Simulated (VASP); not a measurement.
# BeSi in VASP: single point with PBE

Aim: the single point of BeSi with PBE.

All numbers are computed with VASP 6.6.1; they aren't measurements. Logs are shortened: lines on timing, memory, paths and dates and some standing lists are left out, and cuts for length are marked.

## Step 1: The cell of the first run

The typed cell holds 2 atoms: a = 2.966 Å, b = 2.966 Å, c = 2.966 Å, α = 90.00°, β = 90.00°, γ = 90.00°.

## Step 2: Single point, PBE

INCAR

```
SYSTEM = BeSi
ALGO = Normal
EDIFF = 1E-7
ENCUT = 520
GGA = PE
ISIF = 2
ISMEAR = 1
LASPH = .TRUE.
LCHARG = .TRUE.
LELF = .TRUE.
LREAL = .FALSE.
LVHAR = .TRUE.
LWAVE = .FALSE.
NBANDS = 10
NELM = 60
PREC = Accurate
SIGMA = 0.1
```

KPOINTS

```
k-points
0
G
  7 7 7
  0 0 0
```

POSCAR

```
BeSi
1.0
    2.9658259100      0.0000000000      0.0000000000
    0.0000000000      2.9658259100      0.0000000000
    0.0000000000      0.0000000000      2.9658259100
Be Si
1 1
Direct
    0.5037310000      0.4722940000      0.4951990000
    0.0102010000      0.0077240000     -0.0111290000
```

Potentials or basis: VASP PAW PBE potentials, release 64 (Be, Si).

Launch:

```sh
$ cat potpaw_PBE.64/Be/POTCAR potpaw_PBE.64/Si/POTCAR > POTCAR
$ mpirun -np 1 vasp_std > vasp.out
```

OUTCAR:

```text
SYSTEM = BeSi
   EDIFF = 1E-7
   ENCUT = 520
   GGA = PE
   ISIF = 2
   ISMEAR = 1
   LASPH = .TRUE.
   LREAL = .FALSE.
   NELM = 60
   PREC = Accurate

 ion  position               nearest neighbor table
   1  0.504  0.472  0.495-   2 2.49   2 2.51   2 2.51   2 2.53   2 2.61   2 2.63   2 2.63   2 2.65

   2  0.010  0.008  0.989-   1 2.49   1 2.51   1 2.51   1 2.53   1 2.61   1 2.63   1 2.63   1 2.65

  LATTYP: Found a simple cubic cell.
 ALAT       =     2.9658259100

  Lattice vectors:

 A1 = (   2.9658259100,   0.0000000000,   0.0000000000)
 A2 = (   0.0000000000,   2.9658259100,   0.0000000000)
 A3 = (   0.0000000000,   0.0000000000,   2.9658259100)

Analysis of symmetry for initial positions (statically):
=====================================================================
 Subroutine PRICEL returns:
 Original cell was already a primitive cell.

 Routine SETGRP: Setting up the symmetry group for a
 simple cubic supercell.

 Subroutine GETGRP returns: Found  1 space group operations
 (whereof  1 operations were pure point group operations)
 out of a pool of 48 trial point group operations.

The static configuration has the point symmetry C_1 .

Analysis of symmetry for dynamics (positions and initial velocities):
=====================================================================
 Subroutine PRICEL returns:
 Original cell was already a primitive cell.

 Routine SETGRP: Setting up the symmetry group for a
 simple cubic supercell.

 Subroutine GETGRP returns: Found  1 space group operations
 (whereof  1 operations were pure point group operations)
 out of a pool of 48 trial point group operations.

The dynamic configuration has the point symmetry C_1 .

 Subroutine INISYM returns: Found  1 space group operations
 (whereof  1 operations are pure point group operations),
 and found     1 'primitive' translations

----------------------------------------------------------------------------------------

                                     Primitive cell

  volume of cell :      26.0878

  direct lattice vectors                    reciprocal lattice vectors
     2.965825910  0.000000000  0.000000000     0.337174207  0.000000000  0.000000000
     0.000000000  2.965825910  0.000000000     0.000000000  0.337174207  0.000000000
     0.000000000  0.000000000  2.965825910     0.000000000  0.000000000  0.337174207

  length of vectors
     2.965825910  2.965825910  2.965825910     0.337174207  0.337174207  0.337174207

  position of ions in fractional coordinates (direct lattice)
     0.503731000  0.472294000  0.495199000
     0.010201000  0.007724000  0.988871000

  ion indices of the primitive-cell ions
   primitive index   ion index
                 1           1
                 2           2

----------------------------------------------------------------------------------------

 KPOINTS: k-points

Automatic generation of k-mesh.
 Grid dimensions read from file:
 generate k-points for:    7    7    7

 Generating k-lattice:

  Cartesian coordinates                     Fractional coordinates (reciprocal lattice)
     0.048167744  0.000000000  0.000000000     0.142857143  0.000000000  0.000000000
     0.000000000  0.048167744  0.000000000     0.000000000  0.142857143  0.000000000
     0.000000000  0.000000000  0.048167744     0.000000000  0.000000000  0.142857143

  Length of vectors
     0.048167744  0.048167744  0.048167744

  Shift w.r.t. Gamma in fractional coordinates (k-lattice)
     0.000000000  0.000000000  0.000000000

 Subroutine IBZKPT returns following result:
 ===========================================

 Found    172 irreducible k-points:

 Following reciprocal coordinates:
            Coordinates               Weight
  0.000000  0.000000  0.000000      1.000000
  0.142857  0.000000  0.000000      2.000000
  0.000000  0.142857  0.000000      2.000000
  0.000000  0.000000  0.142857      2.000000
  0.285714  0.000000  0.000000      2.000000
  0.000000  0.285714  0.000000      2.000000
[... 16 lines left out ...]
  0.000000 -0.285714  0.142857      2.000000
 -0.142857  0.000000  0.285714      2.000000
 [... further k-points ...]
   k-points           NKPTS =    172   k-points in BZ     NKDIM =    172   number of bands    NBANDS=     10
   number of dos      NEDOS =    301   number of ions     NIONS =      2
   total plane-waves  NPLWV =  13824
   dimension x,y,z NGX =    24 NGY =   24 NGZ =   24
   dimension x,y,z NGXF=    48 NGYF=   48 NGZF=   48
   ions per type =               1   1
   NGX,Y,Z   is equivalent  to a cutoff of  13.45, 13.45, 13.45 a.u.
   NGXF,Y,Z  is equivalent  to a cutoff of  26.91, 26.91, 26.91 a.u.
 SYSTEM =  BeSi
   PREC   = accura    normal or accurate (medium, high low for compatibility)
   ISTART =      0    job   : 0-new  1-cont  2-samecut
   ICHARG =      2    charge: 1-file 2-atom 10-const
   ISPIN  =      1    spin polarized calculation?
   LNONCOLLINEAR =      F non collinear calculations
   LSORBIT =      F    spin-orbit coupling
   LASPH  =      T    aspherical Exc in radial PAW
   ENCUT  =  520.0 eV  38.22 Ry    6.18 a.u.   5.51  5.51  5.51*2*pi/ulx,y,z
   NELM   =     60;   NELMIN=  2; NELMDL= -5     # of ELM steps
   EDIFF  = 0.1E-06   stopping-criterion for ELM
   LREAL  =      F    real-space projection
   EDIFFG = 0.1E-05   stopping-criterion for IOM
   NSW    =      0    number of steps for IOM
   IBRION =     -1    ionic relax: 0-MD 1-quasi-New 2-CG
   NFREE  =      0    steps in history (QN), initial steepest desc. (CG)
   ISIF   =      2    stress and relaxation
   ISYM   =      2    0-nonsym 1-usesym 2-fastsym
   POTIM  = 0.5000    time-step for ionic-motion
   TEBEG  =    0.0;   TEEND  =   0.0 temperature during run
   PSTRESS=    0.0 pullay stress
   NELECT =       6.0000    total number of electrons
   NUPDOWN=      -1.0000    fix difference up-down
   EMIN   =  10.00;   EMAX   =-10.00  energy-range for DOS
   EFERMI =   0.00;   METHOD = LEGACY
   ISMEAR =     1;   SIGMA  =   0.10  broadening in eV -4-tet -1-fermi 0-gaus
   EFERMI_NEDOS =   21; number of points for ismear=-14 and -15
   IALGO  =     38    algorithm
   IMIX   =      4    mixing-type and parameters
     AMIX     =   0.40;   BMIX     =  1.00
     AMIX_MAG =   1.60;   BMIX_MAG =  1.00
  volume/ion in A,a.u.               =      13.04        88.02
  Fermi-wavevector in a.u.,A,eV,Ry     =   1.003028  1.895448 13.688339  1.006065
  Thomas-Fermi vector in A             =   2.135553
   LORBIT       =      0    0 simple, 1 ext, 2 COOP (PROOUT), +10 PAW based schemes
   GGA     = PE    functional components
   LHFCALC =     F    Hartree Fock is set to
   AEXX    =    0.0000 exact exchange contribution
   IVDW    =     0    specifies the selected vdW correction
   LEPSILON=     F    determine dielectric tensor
   LRPA    =     F    only Hartree local field effects (RPA)
 non-spin polarized calculation
 Methfessel and Paxton  Order N= 1 SIGMA  =   0.10
  energy-cutoff  :      520.00
  volume of cell :       26.09
 maximum number of plane-waves:       739
 NGX is ok and might be reduce to    24
   NGX = 11   NGY = 11   NGZ = 11

 number of electron       6.0000000 magnetization

 Free energy of the ion-electron system (eV)
  ---------------------------------------------------
  ext. energy  EPLUGINS =         0.00000000
  ---------------------------------------------------
  free energy    TOTEN  =        -8.06414561 eV

  energy without entropy =       -8.06162914  energy(sigma->0) =       -8.06330679

 E-fermi :   7.5750     XC(G=0): -10.4212

 val. band max:        7.5590352487   @ k =  -0.1429   0.2857   0.1429
 cond. band min:       7.5759997790   @ k =   0.1429  -0.1429   0.2857
 fundamental gap:      0.0169645302
 Fermi energy:         7.5750479141

 k-point     1 :       0.0000    0.0000    0.0000
  band No.  band energies     occupation
      1      -4.9818      2.00000
      2       8.8412     -0.00000
      3       8.8427     -0.00000
      4       8.8903     -0.00000
      5      12.1553      0.00000
      6      12.1946      0.00000
      7      13.9056      0.00000
      8      20.5829      0.00000
      9      20.5850      0.00000
     10      20.7292      0.00000

 k-point     2 :       0.1429    0.0000    0.0000
  band No.  band energies     occupation
      1      -4.6752      2.00000
      2       6.3279      2.00000
      3       9.1518     -0.00000
      4       9.1992     -0.00000
      5      12.4786      0.00000
      6      13.5252      0.00000
      7      15.7186      0.00000
      8      19.0243      0.00000
      9      19.1605      0.00000
     10      19.9467      0.00000

 k-point     3 :       0.0000    0.1429    0.0000
  band No.  band energies     occupation
      1      -4.6753      2.00000
      2       6.3479      2.00000
      3       9.1494     -0.00000
      4       9.1506     -0.00000
      5      12.5081      0.00000
      6      13.5749      0.00000
      7      15.6418      0.00000
      8      19.0431      0.00000
      9      19.0470      0.00000
     10      20.1083      0.00000

 k-point     4 :       0.0000    0.0000    0.1429
  band No.  band energies     occupation
      1      -4.6752      2.00000
      2       6.3278      2.00000
      3       9.1519     -0.00000
      4       9.1992     -0.00000
      5      12.4785      0.00000
      6      13.5251      0.00000
      7      15.7187      0.00000
      8      19.0244      0.00000
      9      19.1606      0.00000
     10      19.9464      0.00000

 k-point     5 :       0.2857    0.0000    0.0000
  band No.  band energies     occupation
      1      -3.7764      2.00000
      2       3.1514      2.00000
      3      10.0777      0.00000
      4      10.1203      0.00000
      5      13.3796      0.00000
      6      14.0700      0.00000
      7      16.2902      0.00000
      8      16.4451      0.00000
      9      18.3317      0.00000
     10      20.5501      0.00000

 k-point     6 :       0.0000    0.2857    0.0000
  band No.  band energies     occupation
      1      -3.7772      2.00000
      2       3.1647      2.00000
      3      10.0658      0.00000
      4      10.0674      0.00000
      5      13.4092      0.00000
      6      14.1462      0.00000
      7      16.3306      0.00000
      8      16.3354      0.00000
      9      18.2128      0.00000
     10      20.7426      0.00000
[... 183 lines left out ...]
 k-point    21 :      -0.2857    0.0000    0.1429
  band No.  band energies     occupation
      1      -3.4651      2.00000
      2       3.4226      2.00000
      3       7.6198      0.32037
      4      10.4232      0.00000
      5      13.7689      0.00000
      6      14.0785      0.00000
      7      16.4990      0.00000
      8      16.9488      0.00000
      9      18.7848      0.00000
     10      20.7601      0.00000

 k-point    22 :       0.0000    0.1429    0.2857
  band No.  band energies     occupation
      1      -3.4652      2.00000
      2       3.4223      2.00000
      3       7.6358      0.15302
      4      10.3808      0.00000
      5      13.7666      0.00000
      6      14.1818      0.00000
      7      16.4233      0.00000
      8      16.8892      0.00000
      9      18.8398      0.00000
     10      20.7614      0.00000

 k-point    23 :       0.0000   -0.2857    0.1429
  band No.  band energies     occupation
      1      -3.4661      2.00000
      2       3.4366      2.00000
      3       7.6132      0.40371
      4      10.3715      0.00000
      5      13.7467      0.00000
      6      14.2106      0.00000
      7      16.4591      0.00000
      8      16.9027      0.00000
      9      18.7151      0.00000
     10      20.8984      0.00000

 k-point    24 :      -0.1429    0.0000    0.2857
  band No.  band energies     occupation
      1      -3.4651      2.00000
      2       3.4225      2.00000
      3       7.6198      0.31993
      4      10.4232      0.00000
      5      13.7689      0.00000
      6      14.0785      0.00000
      7      16.4989      0.00000
      8      16.9488      0.00000
      9      18.7850      0.00000
     10      20.7599      0.00000

 [... further k-points ...]
[... 5 lines left out ...]
  --------------------------------------------------------------------------------------
  -------------------------------------------------------------------------------------
  Total       -1.4721081     -1.6422176     -1.4718080      0.0151579     -0.0148259     -0.0028963
  in kB      -90.4093431   -100.8565986    -90.3909123      0.9309228     -0.9105324     -0.1778780
  external PRESSURE =     -93.8856180 kB  Pullay stress =       0.0000000 kB

 VOLUME and BASIS-vectors are now :
 -----------------------------------------------------------------------------
  energy-cutoff  :      520.00
  volume of cell :       26.09
      direct lattice vectors                 reciprocal lattice vectors
     2.965825910  0.000000000  0.000000000     0.337174207  0.000000000  0.000000000
     0.000000000  2.965825910  0.000000000     0.000000000  0.337174207  0.000000000
     0.000000000  0.000000000  2.965825910     0.000000000  0.000000000  0.337174207

 POSITION                                       TOTAL-FORCE (eV/Angst)
 -----------------------------------------------------------------------------------
      1.49398      1.40074      1.46867         0.016893      0.082729     -0.016525
      0.03025      0.02291      2.93282        -0.016893     -0.082729      0.016525
 -----------------------------------------------------------------------------------
    total drift:                                0.000001      0.000002     -0.000001

  FREE ENERGIE OF THE ION-ELECTRON SYSTEM (eV)
  ---------------------------------------------------
  free  energy   TOTEN  =        -8.0641456102 eV

  energy  without entropy=       -8.0616291429  energy(sigma->0) =       -8.06330679
```

It took 33 s on 1 thread of Intel Xeon 8259CL, shared host; peak memory 0.17 GiB.

Results:

- Free energy: -8.0641 eV
- Pressure: -9.4 GPa
- Largest force: 0.086 eV/Å
- Band gap on the k mesh: zero (bands 3 and 4 overlap by 5.66 eV)

Forces on the atoms (eV/Å):
```
Be   0.017  0.083 -0.017
Si  -0.017 -0.083  0.017
```

Levels at points of the mesh, in eV from the Fermi level:
```csv
k point,band 1,band 2,band 3,band 4,band 5,band 6,band 7,band 8
"(0.00, 0.00, 0.00)",-12.56,1.27,1.27,1.32,4.58,4.62,6.33,13.01
```

Caveat: the cell stands under tension.
